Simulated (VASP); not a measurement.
BN: single point with PBE+D3(BJ)

The system is BN.

```xyz
4
Lattice="2.5061 0.0000 0.0000 -1.2531 2.1704 0.0000 0.0000 0.0000 6.5974" Properties=species:S:1:pos:R:3 pbc="T T T"
B     0.0000    0.4800    2.9147
B     0.0000    1.4469    0.0000
N     0.0000    0.0000    0.0000
N     1.2531    0.7235    3.2987
```

This cell differs from its parent crystal: atom 1 (B) moved by +0.480 Å along [1 2 0] and -0.384 Å along [0 0 1].

```
Program                : VASP 6.6.1
Task                   : single point
Functional             : PBE
Dispersion             : D3(BJ)
Potentials or basis    : VASP PAW PBE potentials, release 64 (B, N)
Cutoff                 : 520 eV
k mesh                 : 12 × 12 × 4
Occupations            : gaussian, width 0.05 eV
Spin                   : no spin polarisation
Dipole correction      : no
Further INCAR settings : ALGO = Normal; EDIFF = 1e-06; NBANDS = 16
```

```
Pressure                   : 13.5 GPa
Largest force              : 4.196 eV/Å
Band gap on the k mesh     : 0.43 eV, indirect (least direct gap 1.26 eV)
Dispersion energy per atom : -0.144 eV
```

Forces on the atoms (eV/Å):
```
B    0.000 -3.394  2.467
B    0.000  0.002 -0.309
N    0.000  0.035  0.244
N    0.000  3.358 -2.402
```

Stress tensor (GPa, compression positive):
```
24.39  0.00  0.00
 0.00 21.35  5.37
 0.00  5.37 -5.37
```

Levels at points of the mesh, in eV from the valence-band top:
```csv
k point,band 5,band 6,band 7,band 8,band 9,band 10,band 11,band 12
"(0.00, 0.00, 0.00)",-6.56,-4.44,-4.44,-0.01,1.26,6.91,7.71,8.48
"(0.50, 0.00, 0.00)",-7.23,-4.25,-3.30,-2.84,0.50,2.14,3.50,6.74
"(0.00, 0.50, 0.00)",-8.06,-7.23,-4.66,-3.88,1.70,4.32,6.37,6.96
"(0.00, 0.00, 0.50)",-6.71,-4.44,-4.44,0.00,2.67,5.44,7.45,8.48
"(0.50, 0.00, 0.50)",-7.23,-4.14,-3.27,-2.84,0.43,1.68,3.61,6.87
"(0.00, 0.50, 0.50)",-8.05,-7.23,-4.49,-3.94,1.47,4.10,6.35,7.23
```

Wall time 62 s on 1 thread of Intel Xeon 6975P-C (shared host), peak memory 0.22 GiB.

Caveat: the cell differs from its parent crystal (atom 1 (B) moved by +0.480 Å along [1 2 0] and -0.384 Å along [0 0 1]); forces of over 1 eV/Å act on the atoms, so gaps and moduli don't describe the material at rest. A k mesh can miss the band edges.
